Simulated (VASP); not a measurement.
# ZrSnTe4 (P4/mmm) in VASP: further runs

The runs below take ZrSnTe4 through single point, with PBE.

All numbers are computed with VASP 6.6.1; they aren't measurements. Logs are shortened: lines on timing, memory, paths and dates and some standing lists are left out, and cuts for length are marked.

## 1. The cell of the first run

The structure is tetragonal, space group P4/mmm (No. 123). The conventional cell has a = 5.982 Å, b = 5.982 Å, c = 5.683 Å, α = 90.00°, β = 90.00°, γ = 90.00°. Zr (site symmetry 4/mmm) has 6 Te at 2.84 to 2.99 Å within 3.7 Å. Within 3.7 Å of Sn (site symmetry 4/mmm) lie 6 Te at 2.84 to 2.99 Å. Within 3.9 Å of Te (site symmetry mmm) lie 2 Zr at 2.99 Å and 2 Sn at 2.99 Å. Within 3.7 Å of Te (site symmetry 4/mmm) lie 2 Zr at 2.84 Å. Te (site symmetry 4/mmm) has 2 Sn at 2.84 Å within 3.7 Å.

The cell was generated, and may not be a known phase.

## 2. Single point, PBE

The input, INCAR:

```
SYSTEM = ZrSnTe4
  ALGO = Normal
  EDIFF = 1E-7
  ENCUT = 520
  GGA = PE
  ISIF = 2
  ISMEAR = 0
  LASPH = .True.
  LCHARG = .False.
  LREAL = .False.
  LWAVE = .False.
  NBANDS = 34
  NELM = 100
  PREC = Accurate
  SIGMA = 0.1
```

The input, KPOINTS:

```
k-points
0
Gamma
  4 4 4
  0 0 0
```

The input, POSCAR:

```
ZrSnTe4
1.0
    5.9817544284      0.0000000000      0.0000000000
    0.0000000000      5.9817544284      0.0000000000
    0.0000000000      0.0000000000      5.6830390513
Zr Sn Te
1 1 4
Direct
    0.5000000000      0.5000000000      0.0000000000
    0.0000000000      0.0000000000      0.0000000000
    0.5000000000      0.0000000000      0.0000000000
    0.0000000000      0.5000000000      0.0000000000
    0.5000000000      0.5000000000      0.5000000000
    0.0000000000      0.0000000000      0.5000000000
```

Potentials or basis: VASP PAW PBE potentials, release 64 (Zr_sv, Sn_d, Te).

Run with:

```
$ cat potpaw_PBE.64/Zr_sv/POTCAR potpaw_PBE.64/Sn_d/POTCAR potpaw_PBE.64/Te/POTCAR > POTCAR
$ mpirun -np 1 vasp_std > vasp.out
```

OUTCAR:

```text
SYSTEM = ZrSnTe4
   EDIFF = 1E-7
   ENCUT = 520
   GGA = PE
   ISIF = 2
   ISMEAR = 0
   LASPH = .True.
   LREAL = .False.
   NELM = 100
   PREC = Accurate

 ion  position               nearest neighbor table
   1  0.500  0.500  0.000-   5 2.84   5 2.84   3 2.99   4 2.99   3 2.99   4 2.99
   2  0.000  0.000  0.000-   6 2.84   6 2.84   3 2.99   4 2.99   4 2.99   3 2.99
   3  0.500  0.000  0.000-   1 2.99   2 2.99   1 2.99   2 2.99
   4  0.000  0.500  0.000-   1 2.99   2 2.99   2 2.99   1 2.99
   5  0.500  0.500  0.500-   1 2.84   1 2.84
   6  0.000  0.000  0.500-   2 2.84   2 2.84

  LATTYP: Found a simple tetragonal cell.
 ALAT       =     5.9817544284
 C/A-ratio  =     0.9500622467

  Lattice vectors:

 A1 = (   5.9817544284,   0.0000000000,   0.0000000000)
 A2 = (   0.0000000000,   5.9817544284,   0.0000000000)
 A3 = (   0.0000000000,   0.0000000000,   5.6830390513)

Analysis of symmetry for initial positions (statically):
=====================================================================
 Subroutine PRICEL returns:
 Original cell was already a primitive cell.

 Routine SETGRP: Setting up the symmetry group for a
 simple tetragonal supercell.

 Subroutine GETGRP returns: Found 16 space group operations
 (whereof 16 operations were pure point group operations)
 out of a pool of 16 trial point group operations.

The static configuration has the point symmetry D_4h.

Analysis of symmetry for dynamics (positions and initial velocities):
=====================================================================
 Subroutine PRICEL returns:
 Original cell was already a primitive cell.

 Routine SETGRP: Setting up the symmetry group for a
 simple tetragonal supercell.

 Subroutine GETGRP returns: Found 16 space group operations
 (whereof 16 operations were pure point group operations)
 out of a pool of 16 trial point group operations.

The dynamic configuration has the point symmetry D_4h.

 Subroutine INISYM returns: Found 16 space group operations
 (whereof 16 operations are pure point group operations),
 and found     1 'primitive' translations

----------------------------------------------------------------------------------------

                                     Primitive cell

  volume of cell :     203.3470

  direct lattice vectors                    reciprocal lattice vectors
     5.981754428  0.000000000  0.000000000     0.167175034  0.000000000  0.000000000
[... 90 lines left out ...]
   NSW    =      0    number of steps for IOM
   IBRION =     -1    ionic relax: 0-MD 1-quasi-New 2-CG
   NFREE  =      0    steps in history (QN), initial steepest desc. (CG)
   ISIF   =      2    stress and relaxation
   ISYM   =      2    0-nonsym 1-usesym 2-fastsym
   POTIM  = 0.5000    time-step for ionic-motion
   TEBEG  =    0.0;   TEEND  =   0.0 temperature during run
   PSTRESS=    0.0 pullay stress
   NELECT =      50.0000    total number of electrons
   NUPDOWN=      -1.0000    fix difference up-down
   EMIN   =  10.00;   EMAX   =-10.00  energy-range for DOS
   EFERMI =   0.00;   METHOD = LEGACY
   ISMEAR =     0;   SIGMA  =   0.10  broadening in eV -4-tet -1-fermi 0-gaus
   EFERMI_NEDOS =   21; number of points for ismear=-14 and -15
   IALGO  =     38    algorithm
   IMIX   =      4    mixing-type and parameters
     AMIX     =   0.40;   BMIX     =  1.00
     AMIX_MAG =   1.60;   BMIX_MAG =  1.00
  volume/ion in A,a.u.               =      33.89       228.71
  Fermi-wavevector in a.u.,A,eV,Ry     =   1.025618  1.938137 14.311859  1.051892
  Thomas-Fermi vector in A             =   2.159468
   LORBIT       =      0    0 simple, 1 ext, 2 COOP (PROOUT), +10 PAW based schemes
   GGA     = PE    functional components
   LHFCALC =     F    Hartree Fock is set to
   AEXX    =    0.0000 exact exchange contribution
   IVDW    =     0    specifies the selected vdW correction
   LEPSILON=     F    determine dielectric tensor
   LRPA    =     F    only Hartree local field effects (RPA)
 non-spin polarized calculation
 Gauss-broadening in eV      SIGMA  =   0.10
  energy-cutoff  :      520.00
  volume of cell :      203.35
 maximum number of plane-waves:      5500
 NGX is ok and might be reduce to    48
   NGX = 23   NGY = 23   NGZ = 21

 number of electron      49.9999999 magnetization

 Free energy of the ion-electron system (eV)
  ---------------------------------------------------
  ext. energy  EPLUGINS =         0.00000000
  ---------------------------------------------------
  free energy    TOTEN  =       -25.80067380 eV

  energy without entropy =      -25.77624009  energy(sigma->0) =      -25.78845694

 E-fermi :   5.1802     XC(G=0):  -9.0397

 val. band max:        5.1630336954   @ k =   0.2500   0.0000   0.5000
 cond. band min:       5.2057409060   @ k =   0.5000   0.0000   0.5000
 fundamental gap:      0.0427072106
 Fermi energy:         5.1802007861

 k-point     1 :       0.0000    0.0000    0.0000
  band No.  band energies     occupation
      1     -44.7467      2.00000
      2     -22.7793      2.00000
      3     -22.7793      2.00000
      4     -22.6870      2.00000
      5     -16.4914      2.00000
      6     -16.4539      2.00000
[... 655 lines left out ...]
     33       9.7378      0.00000
     34       9.8956      0.00000

------------------------ aborting loop because EDIFF is reached ----------------------------------------

  FORCE on cell =-STRESS in cart. coord.  units (eV):
  Direction    XX          YY          ZZ          XY          YZ          ZX
  --------------------------------------------------------------------------------------
  -------------------------------------------------------------------------------------
  Total        0.4088174      0.4088174      0.1322943      0.0000000     -0.0000000      0.0000000
  in kB        3.2210851      3.2210851      1.0423511      0.0000000     -0.0000000      0.0000000
  external PRESSURE =       2.4948405 kB  Pullay stress =       0.0000000 kB

 VOLUME and BASIS-vectors are now :
 -----------------------------------------------------------------------------
  energy-cutoff  :      520.00
  volume of cell :      203.35
      direct lattice vectors                 reciprocal lattice vectors
     5.981754428  0.000000000  0.000000000     0.167175034  0.000000000  0.000000000
     0.000000000  5.981754428  0.000000000     0.000000000  0.167175034  0.000000000
     0.000000000  0.000000000  5.683039051     0.000000000  0.000000000  0.175962190

 POSITION                                       TOTAL-FORCE (eV/Angst)
 -----------------------------------------------------------------------------------
      2.99088      2.99088      0.00000         0.000000      0.000000      0.000000
      0.00000      0.00000      0.00000         0.000000      0.000000      0.000000
      2.99088      0.00000      0.00000         0.000000      0.000000      0.000000
      0.00000      2.99088      0.00000         0.000000      0.000000      0.000000
      2.99088      2.99088      2.84152         0.000000      0.000000      0.000000
      0.00000      0.00000      2.84152         0.000000      0.000000      0.000000
 -----------------------------------------------------------------------------------
    total drift:                                0.000000      0.000000      0.000000

  FREE ENERGIE OF THE ION-ELECTRON SYSTEM (eV)
  ---------------------------------------------------
  free  energy   TOTEN  =       -25.8006737965 eV

  energy  without entropy=      -25.7762400869  energy(sigma->0) =      -25.78845694
```

Run time: 4 min. Hardware: 1 thread of Intel Xeon 8259CL, shared host; peak memory 0.34 GiB.

What came out:

| Quantity | Value |
| --- | --- |
| Free energy | -25.8007 eV |
| Pressure | 0.2 GPa |
| Band gap on the k mesh | zero (bands 25 and 26 overlap by 0.63 eV) |

Levels at points of the mesh, in eV from the Fermi level:
| k point | band 22 | band 23 | band 24 | band 25 | band 26 | band 27 | band 28 | band 29 |
| --- | --- | --- | --- | --- | --- | --- | --- | --- |
| (0.00, 0.00, 0.00) | -0.89 | -0.89 | -0.10 | 0.07 | 0.16 | 0.16 | 0.43 | 0.43 |
| (0.50, 0.00, 0.00) | -1.17 | -0.60 | -0.38 | -0.35 | 0.11 | 0.20 | 1.01 | 1.15 |
| (0.50, 0.50, 0.00) | -1.91 | -1.15 | -0.51 | -0.26 | -0.26 | 1.53 | 1.53 | 1.90 |
| (0.00, 0.00, 0.50) | -1.77 | -1.33 | -0.45 | -0.45 | -0.06 | 1.00 | 1.19 | 1.88 |
| (0.50, 0.00, 0.50) | -1.03 | -0.99 | 0.03 | 0.37 | 0.90 | 0.99 | 1.61 | 1.87 |
| (0.50, 0.50, 0.50) | -0.26 | -0.26 | 0.37 | 0.37 | 0.91 | 0.91 | 1.11 | 1.81 |

Caveat: spin-orbit coupling is left out, which moves the levels of the heavy elements.

## 3. Single point, PBE

This run uses another cell than the first one, of 29.22 Å³/atom.

The input, INCAR:

```
SYSTEM = ZrSnTe4
PREC = Accurate ; ENCUT = 520
EDIFF = 1E-6 ; ISMEAR = 0
SIGMA = 0.1 ; LREAL = .False.
LASPH = .True. ; NELM = 100
ALGO = Normal ; ISIF = 2
LWAVE = .False. ; LCHARG = .True.
GGA = PE ; LELF = .True.
LVHAR = .True. ; NBANDS = 34
```

The input, KPOINTS:

```
regular mesh
0
Gamma
  4 4 4
  0 0 0
```

Changes to POSCAR since step 2:

```diff
@@ -2,5 +2,5 @@
 1.0
-    5.9817544284      0.0000000000      0.0000000000
-    0.0000000000      5.9817544284      0.0000000000
-    0.0000000000      0.0000000000      5.6830390513
+    5.2850860600      0.0000000000      0.0000000000
+    0.0000000000      5.2850860600      0.0000000000
+    0.0000000000      0.0000000000      6.2769008900
 Zr Sn Te
```

Potentials or basis: VASP PAW PBE potentials, release 64 (Zr_sv, Sn_d, Te).

Run with:

```
$ cat potpaw_PBE.64/Zr_sv/POTCAR potpaw_PBE.64/Sn_d/POTCAR potpaw_PBE.64/Te/POTCAR > POTCAR
$ mpirun -np 1 vasp_std > vasp.out
```

OUTCAR:

```text
SYSTEM = ZrSnTe4
   PREC = Accurate
   ENCUT = 520
   EDIFF = 1E-6
   ISMEAR = 0
   LREAL = .False.
   LASPH = .True.
   NELM = 100
   ISIF = 2
   GGA = PE

 ion  position               nearest neighbor table
   1  0.500  0.500  0.000-   3 2.64   4 2.64   3 2.64   4 2.64   5 3.14   5 3.14   2 3.74   2 3.74
                             2 3.74   2 3.74
   2  0.000  0.000  0.000-   3 2.64   4 2.64   4 2.64   3 2.64   6 3.14   6 3.14   1 3.74   1 3.74
                             1 3.74   1 3.74
   3  0.500  0.000  0.000-   1 2.64   2 2.64   1 2.64   2 2.64
   4  0.000  0.500  0.000-   1 2.64   2 2.64   2 2.64   1 2.64
   5  0.500  0.500  0.500-   1 3.14   1 3.14
   6  0.000  0.000  0.500-   2 3.14   2 3.14

  LATTYP: Found a simple tetragonal cell.
 ALAT       =     5.2850860600
 C/A-ratio  =     1.1876629479

  Lattice vectors:

 A1 = (   5.2850860600,   0.0000000000,   0.0000000000)
 A2 = (   0.0000000000,   5.2850860600,   0.0000000000)
 A3 = (   0.0000000000,   0.0000000000,   6.2769008900)

Analysis of symmetry for initial positions (statically):
=====================================================================
 Subroutine PRICEL returns:
 Original cell was already a primitive cell.

 Routine SETGRP: Setting up the symmetry group for a
 simple tetragonal supercell.

 Subroutine GETGRP returns: Found 16 space group operations
 (whereof 16 operations were pure point group operations)
 out of a pool of 16 trial point group operations.

The static configuration has the point symmetry D_4h.

Analysis of symmetry for dynamics (positions and initial velocities):
=====================================================================
 Subroutine PRICEL returns:
 Original cell was already a primitive cell.

 Routine SETGRP: Setting up the symmetry group for a
 simple tetragonal supercell.
[... 124 lines left out ...]
   IMIX   =      4    mixing-type and parameters
     AMIX     =   0.40;   BMIX     =  1.00
     AMIX_MAG =   1.60;   BMIX_MAG =  1.00
  volume/ion in A,a.u.               =      29.22       197.19
  Fermi-wavevector in a.u.,A,eV,Ry     =   1.077577  2.036326 15.798711  1.161172
  Thomas-Fermi vector in A             =   2.213493
   LORBIT       =      0    0 simple, 1 ext, 2 COOP (PROOUT), +10 PAW based schemes
   GGA     = PE    functional components
   LHFCALC =     F    Hartree Fock is set to
   AEXX    =    0.0000 exact exchange contribution
   IVDW    =     0    specifies the selected vdW correction
   LEPSILON=     F    determine dielectric tensor
   LRPA    =     F    only Hartree local field effects (RPA)
 non-spin polarized calculation
 Gauss-broadening in eV      SIGMA  =   0.10
  energy-cutoff  :      520.00
  volume of cell :      175.33
 maximum number of plane-waves:      4744
 NGX is ok and might be reduce to    40
   NGX = 19   NGY = 19   NGZ = 23

 number of electron      49.9999996 magnetization

 Free energy of the ion-electron system (eV)
  ---------------------------------------------------
  ext. energy  EPLUGINS =         0.00000000
  ---------------------------------------------------
  free energy    TOTEN  =       -23.02663543 eV

  energy without entropy =      -23.00641443  energy(sigma->0) =      -23.01652493

 E-fermi :   7.0863     XC(G=0):  -9.6792

 val. band max:        7.0467274807   @ k =   0.5000   0.0000   0.0000
 cond. band min:       7.1042410474   @ k =   0.2500   0.0000   0.0000
 fundamental gap:      0.0575135667
 Fermi energy:         7.0863219938

 k-point     1 :       0.0000    0.0000    0.0000
  band No.  band energies     occupation
      1     -42.2705      2.00000
      2     -20.5145      2.00000
      3     -20.5145      2.00000
      4     -20.3113      2.00000
      5     -15.1898      2.00000
      6     -15.0181      2.00000
[... 655 lines left out ...]
     33      11.4429      0.00000
     34      11.4429      0.00000

------------------------ aborting loop because EDIFF is reached ----------------------------------------

  FORCE on cell =-STRESS in cart. coord.  units (eV):
  Direction    XX          YY          ZZ          XY          YZ          ZX
  --------------------------------------------------------------------------------------
  -------------------------------------------------------------------------------------
  Total       25.1715636     25.1715636     -2.7814776      0.0000000     -0.0000000     -0.0000000
  in kB      230.0230604    230.0230604    -25.4177289      0.0000000     -0.0000000     -0.0000000
  external PRESSURE =     144.8761307 kB  Pullay stress =       0.0000000 kB

 VOLUME and BASIS-vectors are now :
 -----------------------------------------------------------------------------
  energy-cutoff  :      520.00
  volume of cell :      175.33
      direct lattice vectors                 reciprocal lattice vectors
     5.285086060  0.000000000  0.000000000     0.189211678  0.000000000  0.000000000
     0.000000000  5.285086060  0.000000000     0.000000000  0.189211678  0.000000000
     0.000000000  0.000000000  6.276900890     0.000000000  0.000000000  0.159314289

 POSITION                                       TOTAL-FORCE (eV/Angst)
 -----------------------------------------------------------------------------------
      2.64254      2.64254      0.00000         0.000000      0.000000      0.000000
      0.00000      0.00000      0.00000         0.000000      0.000000      0.000000
      2.64254      0.00000      0.00000         0.000000      0.000000      0.000000
      0.00000      2.64254      0.00000         0.000000      0.000000      0.000000
      2.64254      2.64254      3.13845         0.000000      0.000000      0.000000
      0.00000      0.00000      3.13845         0.000000      0.000000      0.000000
 -----------------------------------------------------------------------------------
    total drift:                                0.000000      0.000000     -0.000000

  FREE ENERGIE OF THE ION-ELECTRON SYSTEM (eV)
  ---------------------------------------------------
  free  energy   TOTEN  =       -23.0266354286 eV

  energy  without entropy=      -23.0064144305  energy(sigma->0) =      -23.01652493
```

OSZICAR:

```text
N       E                     dE             d eps       ncg     rms          rms(c)
DAV:   1     0.454213032514E+03    0.45421E+03   -0.21391E+04  1232   0.145E+03
DAV:   2     0.361347517800E+02   -0.41808E+03   -0.39995E+03  1288   0.376E+02
DAV:   3    -0.197332612129E+02   -0.55868E+02   -0.53255E+02  1796   0.129E+02
DAV:   4    -0.235821806206E+02   -0.38489E+01   -0.38053E+01  1976   0.291E+01
DAV:   5    -0.237494106597E+02   -0.16723E+00   -0.16702E+00  1912   0.413E+00    0.172E+01
DAV:   6    -0.233370899482E+02    0.41232E+00   -0.47664E+00  1434   0.739E+00    0.898E+00
DAV:   7    -0.232426049070E+02    0.94485E-01   -0.49311E+00  1394   0.550E+00    0.643E+00
DAV:   8    -0.230283678188E+02    0.21424E+00   -0.69350E-01  1376   0.317E+00    0.143E+00
DAV:   9    -0.230280686011E+02    0.29922E-03   -0.60032E-02  1880   0.123E+00    0.609E-01
DAV:  10    -0.230267117656E+02    0.13568E-02   -0.12181E-02  1530   0.711E-01    0.171E-01
DAV:  11    -0.230266418291E+02    0.69936E-04   -0.16315E-03  1612   0.318E-01    0.102E-01
DAV:  12    -0.230266318799E+02    0.99492E-05   -0.11328E-04  1646   0.531E-02    0.395E-02
DAV:  13    -0.230266364879E+02   -0.46080E-05   -0.16944E-05  1758   0.215E-02    0.127E-02
DAV:  14    -0.230266354351E+02    0.10529E-05   -0.13130E-06   946   0.644E-03    0.318E-03
DAV:  15    -0.230266354286E+02    0.65265E-08   -0.16322E-07   708   0.334E-03
   1 F= -.23026635E+02 E0= -.23016525E+02  d E =-.202210E-01
```

stdout:

```text
POSCAR found type information on POSCAR ZrSnTe
 POSCAR found :  3 types and       6 ions
 scaLAPACK will be used
 LDA part: xc-table for (Slater+PW92), standard interpolation
 POSCAR, INCAR and KPOINTS ok, starting setup
 FFT: planning ... GRIDC
 FFT: planning ... GRID_SOFT
 FFT: planning ... GRID
 WAVECAR not read
 entering main loop
```

It took 2.9 min on 1 thread of Intel Xeon 8259CL, shared host; peak memory 0.29 GiB.

What came out:

```
Free energy            : -23.0266 eV
Pressure               : 14.5 GPa
Band gap on the k mesh : zero (bands 25 and 26 overlap by 1.08 eV)
```

Caveat: the stress differs along the axes, from -3 to 23 GPa; spin-orbit coupling is left out, which moves the levels of the heavy elements.

The gap in the log of VASP goes by the Fermi energy; the results here count the filled bands.